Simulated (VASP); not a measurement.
# AlN (P1) in VASP: further runs

Runs on AlN. Level: PBEsol. Tasks: single point.

All numbers are computed with VASP 6.6.1; they aren't measurements. Logs are shortened: lines on timing, memory, paths and dates and some standing lists are left out, and cuts for length are marked.

### 1 The cell of the first run

The typed cell holds 8 atoms: a = 3.114 Å, b = 3.114 Å, c = 10.021 Å, α = 84.06°, β = 87.03°, γ = 60.00°.

### 2 Single point, PBEsol

INCAR reads:

```
SYSTEM = AlN
PREC     = Accurate       ! precision mode
ENCUT    = 520            ! plane-wave cutoff, eV
EDIFF    = 1E-6           ! SCF threshold, eV
ISMEAR   = 0              ! smearing method
SIGMA    = 0.05           ! smearing width, eV
LREAL    = .False.        ! projectors in reciprocal space
LASPH    = .True.         ! aspherical terms in the spheres
NELM     = 80             ! most SCF steps
ALGO     = Normal         ! electronic algorithm
ISIF     = 2              ! what is computed and relaxed
LWAVE    = .False.        ! write WAVECAR
LCHARG   = .True.         ! write CHGCAR
GGA      = PS             ! functional
LELF     = .True.         ! ELF
LVHAR    = .True.       
NBANDS   = 26             ! bands
```

KPOINTS reads:

```
regular mesh
0
Gamma
  8 8 3
  0 0 0
```

POSCAR reads:

```
AlN
1.0
   -3.1135599822      0.0000000000      0.0000000000
   -1.5567799911     -2.6964220408      0.0000000000
   -0.5189266637     -0.8988073469      9.9667009506
Al N
4 4
Direct
    0.3333333333      0.0318316472      0.9045050585
    0.3333333333      0.1984983138      0.4045050585
    0.6666666667      0.6151649805      0.1545050585
    0.6666666667      0.4484983138      0.6545050585
    0.3333333333      0.3015016862      0.0954949415
    0.3333333333      0.1348350195      0.5954949415
    0.6666666667      0.5515016862      0.3454949415
    0.6666666667      0.3848350195      0.8454949415
```

Potentials or basis: VASP PAW PBE potentials, release 64 (Al, N).

The run is started by

```
$ cat potpaw_PBE.64/Al/POTCAR potpaw_PBE.64/N/POTCAR > POTCAR
$ mpirun -np 1 vasp_std > vasp.out
```

OUTCAR:

```text
SYSTEM = AlN
   PREC = Accurate
   ENCUT = 520
   EDIFF = 1E-6
   ISMEAR = 0
   LREAL = .False.
   LASPH = .True.
   NELM = 80
   ISIF = 2
   GGA = PS

 ion  position               nearest neighbor table
   1  0.333  0.032  0.905-   8 1.89   8 1.89   8 1.89   5 2.17   3 2.70   4 3.07   4 3.07   4 3.07
                             3 3.24
   2  0.333  0.198  0.405-   7 1.89   7 1.89   7 1.89   6 1.90   4 3.07   3 3.07   3 3.07   4 3.07
                             4 3.07   3 3.07
   3  0.667  0.615  0.155-   5 1.89   5 1.89   5 1.89   7 1.90   1 2.70   2 3.07   2 3.07   2 3.07
                             1 3.24
   4  0.667  0.448  0.655-   6 1.89   6 1.89   6 1.89   8 1.90   2 3.07   1 3.07   1 3.07   2 3.07
                             1 3.07   2 3.07
   5  0.333  0.302  0.095-   3 1.89   3 1.89   3 1.89   1 2.17
   6  0.333  0.135  0.595-   4 1.89   4 1.89   4 1.89   2 1.90
   7  0.667  0.552  0.345-   2 1.89   2 1.89   2 1.89   3 1.90
   8  0.667  0.385  0.845-   1 1.89   1 1.89   1 1.89   4 1.90

  LATTYP: Found a base centered monoclinic cell.
 ALAT       =     3.1135599822
 B/A-ratio  =     1.7320508076
 C/A-ratio  =     3.2183713254
 COS(beta)  =    -0.1035720554

  Lattice vectors:

 A1 = (   3.1135599822,   0.0000000000,   0.0000000000)
 A2 = (  -1.5567799911,   2.6964220408,   0.0000000000)
 A3 = (  -0.5189266637,  -0.8988073469,   9.9667009506)

Analysis of symmetry for initial positions (statically):
=====================================================================
 Subroutine PRICEL returns:
 Original cell was already a primitive cell.

 Routine SETGRP: Setting up the symmetry group for a
 base centered monoclinic supercell.

 Subroutine GETGRP returns: Found  1 space group operations
 (whereof  1 operations were pure point group operations)
 out of a pool of  4 trial point group operations.

The static configuration has the point symmetry C_1 .

Analysis of symmetry for dynamics (positions and initial velocities):
=====================================================================
 Subroutine PRICEL returns:
 Original cell was already a primitive cell.

 Routine SETGRP: Setting up the symmetry group for a
 base centered monoclinic supercell.

 Subroutine GETGRP returns: Found  1 space group operations
 (whereof  1 operations were pure point group operations)
 out of a pool of  4 trial point group operations.

The dynamic configuration has the point symmetry C_1 .

 Subroutine INISYM returns: Found  1 space group operations
 (whereof  1 operations are pure point group operations),
 and found     1 'primitive' translations

----------------------------------------------------------------------------------------

                                     Primitive cell

  volume of cell :      83.6752

  direct lattice vectors                    reciprocal lattice vectors
    -3.113559982  0.000000000  0.000000000    -0.321175762  0.185430913 -0.000000000
    -1.556779991 -2.696422041  0.000000000     0.000000000 -0.370861825 -0.033444701
    -0.518926664 -0.898807347  9.966700951     0.000000000  0.000000000  0.100334103

  length of vectors
     3.113559982  3.113559982 10.020592167     0.370861825  0.372366810  0.100334103

  position of ions in fractional coordinates (direct lattice)
     0.333333333  0.031831647  0.904505058
     0.333333333  0.198498314  0.404505058
     0.666666667  0.615164980  0.154505058
     0.666666667  0.448498314  0.654505058
     0.333333333  0.301501686  0.095494942
     0.333333333  0.134835020  0.595494942
     0.666666667  0.551501686  0.345494942
     0.666666667  0.384835020  0.845494942

  ion indices of the primitive-cell ions
   primitive index   ion index
                 1           1
                 2           2
                 3           3
                 4           4
                 5           5
                 6           6
                 7           7
                 8           8

----------------------------------------------------------------------------------------

 KPOINTS: regular mesh

Automatic generation of k-mesh.
 Grid dimensions read from file:
 generate k-points for:    8    8    3

 Generating k-lattice:

  Cartesian coordinates                     Fractional coordinates (reciprocal lattice)
    -0.040146970  0.023178864 -0.000000000     0.125000000  0.000000000  0.000000000
     0.000000000 -0.046357728 -0.004180588     0.000000000  0.125000000  0.000000000
     0.000000000  0.000000000  0.033444701     0.000000000  0.000000000  0.333333333

  Length of vectors
     0.046357728  0.046545851  0.033444701

  Shift w.r.t. Gamma in fractional coordinates (k-lattice)
     0.000000000  0.000000000  0.000000000

 Subroutine IBZKPT returns following result:
 ===========================================

 Found     98 irreducible k-points:

 Following reciprocal coordinates:
            Coordinates               Weight
  0.000000  0.000000  0.000000      1.000000
  0.125000  0.000000 -0.000000      2.000000
  0.250000  0.000000 -0.000000      2.000000
  0.375000  0.000000 -0.000000      2.000000
  0.500000  0.000000 -0.000000      1.000000
  0.000000  0.125000 -0.000000      2.000000
[... 16 lines left out ...]
 -0.375000 -0.375000  0.000000      2.000000
  0.125000  0.375000 -0.000000      2.000000
 [... further k-points ...]
   k-points           NKPTS =     98   k-points in BZ     NKDIM =     98   number of bands    NBANDS=     26
   number of dos      NEDOS =    301   number of ions     NIONS =      8
   total plane-waves  NPLWV =  46080
   dimension x,y,z NGX =    24 NGY =   24 NGZ =   80
   dimension x,y,z NGXF=    48 NGYF=   48 NGZF=  160
   ions per type =               4   4
   NGX,Y,Z   is equivalent  to a cutoff of  12.81, 12.81, 13.27 a.u.
   NGXF,Y,Z  is equivalent  to a cutoff of  25.63, 25.63, 26.54 a.u.
 SYSTEM =  AlN
   PREC   = accura    normal or accurate (medium, high low for compatibility)
   ISTART =      0    job   : 0-new  1-cont  2-samecut
   ICHARG =      2    charge: 1-file 2-atom 10-const
   ISPIN  =      1    spin polarized calculation?
   LNONCOLLINEAR =      F non collinear calculations
   LSORBIT =      F    spin-orbit coupling
   LASPH  =      T    aspherical Exc in radial PAW
   ENCUT  =  520.0 eV  38.22 Ry    6.18 a.u.   5.79  5.79 18.63*2*pi/ulx,y,z
   NELM   =     80;   NELMIN=  2; NELMDL= -5     # of ELM steps
   EDIFF  = 0.1E-05   stopping-criterion for ELM
   LREAL  =      F    real-space projection
   EDIFFG = 0.1E-04   stopping-criterion for IOM
   NSW    =      0    number of steps for IOM
   IBRION =     -1    ionic relax: 0-MD 1-quasi-New 2-CG
   NFREE  =      0    steps in history (QN), initial steepest desc. (CG)
   ISIF   =      2    stress and relaxation
   ISYM   =      2    0-nonsym 1-usesym 2-fastsym
   POTIM  = 0.5000    time-step for ionic-motion
   TEBEG  =    0.0;   TEEND  =   0.0 temperature during run
   PSTRESS=    0.0 pullay stress
   NELECT =      32.0000    total number of electrons
   NUPDOWN=      -1.0000    fix difference up-down
   EMIN   =  10.00;   EMAX   =-10.00  energy-range for DOS
   EFERMI =   0.00;   METHOD = LEGACY
   ISMEAR =     0;   SIGMA  =   0.05  broadening in eV -4-tet -1-fermi 0-gaus
   EFERMI_NEDOS =   21; number of points for ismear=-14 and -15
   IALGO  =     38    algorithm
   IMIX   =      4    mixing-type and parameters
     AMIX     =   0.40;   BMIX     =  1.00
     AMIX_MAG =   1.60;   BMIX_MAG =  1.00
  volume/ion in A,a.u.               =      10.46        70.58
  Fermi-wavevector in a.u.,A,eV,Ry     =   1.188300  2.245561 19.212190  1.412056
  Thomas-Fermi vector in A             =   2.324432
   LORBIT       =      0    0 simple, 1 ext, 2 COOP (PROOUT), +10 PAW based schemes
   GGA     = PS    functional components
   LHFCALC =     F    Hartree Fock is set to
   AEXX    =    0.0000 exact exchange contribution
   IVDW    =     0    specifies the selected vdW correction
   LEPSILON=     F    determine dielectric tensor
   LRPA    =     F    only Hartree local field effects (RPA)
 non-spin polarized calculation
 Gauss-broadening in eV      SIGMA  =   0.05
  energy-cutoff  :      520.00
  volume of cell :       83.68
 maximum number of plane-waves:      2274
   NGX = 11   NGY = 11   NGZ = 37

 number of electron      32.0000002 magnetization

 Free energy of the ion-electron system (eV)
  ---------------------------------------------------
  ext. energy  EPLUGINS =         0.00000000
  ---------------------------------------------------
  free energy    TOTEN  =       -61.60231002 eV

  energy without entropy =      -61.60231002  energy(sigma->0) =      -61.60231002

 E-fermi :   6.7721     XC(G=0): -11.1259

 val. band max:        6.4808397833   @ k =   0.0000   0.0000   0.0000
 cond. band min:       9.7777798598   @ k =   0.0000   0.0000   0.0000
 fundamental gap:      3.2969400764
 Fermi energy:         6.7720749292

 k-point     1 :       0.0000    0.0000    0.0000
  band No.  band energies     occupation
      1      -9.0592      2.00000
      2      -8.1695      2.00000
      3      -8.1295      2.00000
      4      -6.8430      2.00000
      5       0.0770      2.00000
      6       2.6959      2.00000
[... 18 lines left out ...]
     25      17.0902      0.00000
     26      17.2404      0.00000

 k-point     2 :       0.1250    0.0000   -0.0000
  band No.  band energies     occupation
      1      -8.8591      2.00000
      2      -7.9970      2.00000
      3      -7.9531      2.00000
      4      -6.7290      2.00000
      5       0.3148      2.00000
      6       2.6217      2.00000
[... 18 lines left out ...]
     25      17.0072      0.00000
     26      17.6271      0.00000

 k-point     3 :       0.2500    0.0000   -0.0000
  band No.  band energies     occupation
      1      -8.3006      2.00000
      2      -7.5331      2.00000
      3      -7.4775      2.00000
      4      -6.4577      2.00000
      5       0.9963      2.00000
      6       2.0014      2.00000
[... 18 lines left out ...]
     25      16.6973      0.00000
     26      17.5103      0.00000

 k-point     4 :       0.3750    0.0000   -0.0000
  band No.  band energies     occupation
      1      -7.5470      2.00000
      2      -6.9727      2.00000
      3      -6.9012      2.00000
      4      -6.2542      2.00000
      5       0.9294      2.00000
      6       0.9935      2.00000
[... 18 lines left out ...]
     25      17.0750      0.00000
     26      17.6410      0.00000

 k-point     5 :       0.5000    0.0000   -0.0000
  band No.  band energies     occupation
      1      -7.0790      2.00000
      2      -6.6954      2.00000
      3      -6.6187      2.00000
      4      -6.2794      2.00000
      5       0.4278      2.00000
      6       0.4457      2.00000
[... 18 lines left out ...]
     25      16.8998      0.00000
     26      17.6927      0.00000

 k-point     6 :       0.0000    0.1250   -0.0000
  band No.  band energies     occupation
      1      -8.8579      2.00000
      2      -8.0406      2.00000
      3      -7.9061      2.00000
      4      -6.7274      2.00000
      5       0.3171      2.00000
      6       2.5726      2.00000
[... 427 lines left out ...]
 k-point    21 :      -0.3750    0.2500   -0.0000
  band No.  band energies     occupation
      1      -6.7823      2.00000
      2      -6.5478      2.00000
      3      -6.4287      2.00000
      4      -6.2176      2.00000
      5       0.9828      2.00000
      6       1.0446      2.00000
[... 18 lines left out ...]
     25      16.9622      0.00000
     26      17.6472      0.00000

 k-point    22 :       0.0000    0.3750   -0.0000
  band No.  band energies     occupation
      1      -7.5579      2.00000
      2      -7.0430      2.00000
      3      -6.8135      2.00000
      4      -6.1890      2.00000
      5       0.4876      2.00000
      6       1.1177      2.00000
[... 18 lines left out ...]
     25      17.1067      0.00000
     26      17.5621      0.00000

 k-point    23 :      -0.3750   -0.3750    0.0000
  band No.  band energies     occupation
      1      -7.5057      2.00000
      2      -7.1077      2.00000
      3      -6.7414      2.00000
      4      -6.2808      2.00000
      5       0.4987      2.00000
      6       1.0185      2.00000
[... 18 lines left out ...]
     25      17.2271      0.00000
     26      17.4334      0.00000

 k-point    24 :       0.1250    0.3750   -0.0000
  band No.  band energies     occupation
      1      -7.8040      2.00000
      2      -7.2617      2.00000
      3      -6.9604      2.00000
      4      -6.2650      2.00000
      5       1.0918      2.00000
      6       1.5223      2.00000
[... 18 lines left out ...]
     25      16.4855      0.00000
     26      17.0759      0.00000

 [... further k-points ...]
[... 5 lines left out ...]
  --------------------------------------------------------------------------------------
  -------------------------------------------------------------------------------------
  Total       -0.4217874     -3.1167638      1.8009240     -1.3736855      2.3077863      2.2634596
  in kB       -8.0762113    -59.6785059     34.4833486    -26.3027622     44.1885382     43.3397903
  external PRESSURE =     -11.0904562 kB  Pullay stress =       0.0000000 kB

 VOLUME and BASIS-vectors are now :
 -----------------------------------------------------------------------------
  energy-cutoff  :      520.00
  volume of cell :       83.68
      direct lattice vectors                 reciprocal lattice vectors
    -3.113559982  0.000000000  0.000000000    -0.321175762  0.185430913 -0.000000000
    -1.556779991 -2.696422041  0.000000000     0.000000000 -0.370861825 -0.033444701
    -0.518926664 -0.898807347  9.966700951     0.000000000  0.000000000  0.100334103

 POSITION                                       TOTAL-FORCE (eV/Angst)
 -----------------------------------------------------------------------------------
     -1.55678     -0.89881      9.01493        -0.207296     -1.142986      0.099494
     -1.55678     -0.89881      4.03158         0.007841      0.014159     -0.079858
     -3.11356     -1.79761      1.53991        -0.229424      0.356453      0.933599
     -3.11356     -1.79761      6.52326        -0.073398     -0.009664     -0.115327
     -1.55678     -0.89881      0.95177         1.010965      0.733294     -0.511759
     -1.55678     -0.89881      5.93512        -0.018610      0.010429      0.033318
     -3.11356     -1.79761      3.44344         0.060879      0.006968      0.064829
     -3.11356     -1.79761      8.42680        -0.550957      0.031347     -0.424296
 -----------------------------------------------------------------------------------
    total drift:                               -0.000132     -0.000586     -0.000987

  FREE ENERGIE OF THE ION-ELECTRON SYSTEM (eV)
  ---------------------------------------------------
  free  energy   TOTEN  =       -61.6023100175 eV

  energy  without entropy=      -61.6023100175  energy(sigma->0) =      -61.60231002
```

Wall time 2.1 min (1 thread of Intel Xeon Platinum 8559C (Emerald Rapids), shared host); peak memory 0.29 GiB.

What came out:

| Item | Value |
| --- | --- |
| Free energy | -61.6023 eV |
| Pressure | -1.1 GPa |
| Largest force | 1.350 eV/Å |
| Band gap on the k mesh | 3.30 eV, direct |

Forces on the atoms (eV/Å):
```
Al  -0.207 -1.143  0.099
Al   0.008  0.014 -0.080
Al  -0.229  0.356  0.934
Al  -0.073 -0.010 -0.115
N    1.011  0.733 -0.512
N   -0.019  0.010  0.033
N    0.061  0.007  0.065
N   -0.551  0.031 -0.424
```

Stress tensor (GPa, compression positive):
```
-0.81 -2.63  4.33
-2.63 -5.97  4.42
 4.33  4.42  3.45
```

Caveat: the PAW data sets were made with another functional, which shifts forces and pressure a little. A k mesh can miss the band edges.

### 3 Single point, PBEsol

INCAR reads:

```
ALGO = Normal
EDIFF = 1E-6
ENCUT = 520
GGA = PS
ISIF = 2
ISMEAR = 0
LASPH = True
LCHARG = False
LREAL = False
LWAVE = False
NBANDS = 26
NELM = 100
PREC = Accurate
SIGMA = 0.05
```

KPOINTS reads:

```
k-points
0
Gamma
  8 8 3
```

POSCAR reads:

```
AlN
1.0
   -3.1135599822      0.0000000000      0.0000000000
   -1.5567799911     -2.6964220408      0.0000000000
   -0.3891949978     -0.6741055102      9.9667009506
Al N
4 4
Direct
    0.3333333333      0.1072070687      0.9045050585
    0.3333333333      0.2322070687      0.4045050585
    0.6666666667      0.6280404020      0.1545050585
    0.6666666667      0.5030404020      0.6545050585
    0.3333333333      0.3094595980      0.0954949415
    0.3333333333      0.1844595980      0.5954949415
    0.6666666667      0.5802929313      0.3454949415
    0.6666666667      0.4552929313      0.8454949415
```

Potentials or basis: VASP PAW PBE potentials, release 64 (Al, N).

The run is started by

```
$ cat potpaw_PBE.64/Al/POTCAR potpaw_PBE.64/N/POTCAR > POTCAR
$ mpirun -np 1 vasp_std > vasp.out
```

Wall time 1.9 min (1 thread of Intel Xeon Platinum 8559C (Emerald Rapids), shared host); peak memory 0.29 GiB.

It converged, with:

```
Free energy            : -61.9804 eV
Pressure               : -0.8 GPa
Largest force          : 1.319 eV/Å
Band gap on the k mesh : 3.53 eV, direct
```

Forces in eV/Å, atoms in the order of the input:
```
Al  -0.339 -1.129  0.211
Al   0.009  0.015 -0.058
Al  -0.104  0.321  0.623
Al  -0.056 -0.024 -0.084
N    0.860  0.859 -0.512
N   -0.012  0.006  0.030
N    0.044  0.018  0.050
N   -0.402 -0.066 -0.260
```

Stress tensor (GPa, compression positive):
```
-0.17 -1.46  3.91
-1.46 -4.02  5.04
 3.91  5.04  1.70
```

Levels at points of the mesh, in eV from the valence-band top:
| k point | band 14 | band 15 | band 16 | band 17 | band 18 | band 19 |
| --- | --- | --- | --- | --- | --- | --- |
| (0.00, 0.00, 0.00) | -0.62 | -0.52 | 0.00 | 3.53 | 5.64 | 6.03 |
| (0.50, 0.00, 0.00) | -1.66 | -1.38 | -0.94 | 4.28 | 4.83 | 5.25 |
| (0.00, 0.50, 0.00) | -1.75 | -1.26 | -0.81 | 4.09 | 5.04 | 5.20 |
| (0.50, 0.50, 0.00) | -1.67 | -1.09 | -0.92 | 4.17 | 4.72 | 5.31 |

Caveat: the PAW data sets were made with another functional, which shifts forces and pressure a little. PBEsol gaps usually lie below the measured ones, often by a third to a half.

[end of part 1 of 2]
